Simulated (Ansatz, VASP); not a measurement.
## One calculation of Sn, two programs

```
CELL_PARAMETERS angstrom
0.00000 3.22930 3.22930
3.22930 0.00000 3.22930
3.22930 3.22930 0.00000
ATOMIC_POSITIONS crystal
Sn 0.50000 0.50000 0.50000
Sn 0.75000 0.75000 0.75000
```

Change from the starting cell: volume scaled by 0.95, crystal datasets.

Alike in both runs: task electric field gradients; functional r2SCAN; k mesh 9 × 9 × 9; occupations fermi-dirac, width 0.08 eV; no spin polarisation.

```csv
,VASP,Ansatz
version,VASP 6.6.1,Ansatz 0.2.0
potentials or method,"VASP PAW PBE potentials, release 64 (Sn_d), cutoff 520 eV","all-electron PAW with datasets made for the crystal, scalar-relativistic"
```

|  | VASP | Ansatz | Ansatz less VASP |
| --- | --- | --- | --- |
| pressure (GPa) | 2.4 | 2.4 | +0.03 |

VASP's potentials were made for PBE, not for r2SCAN. Ansatz ran all-electron here, and VASP with PAW potentials.
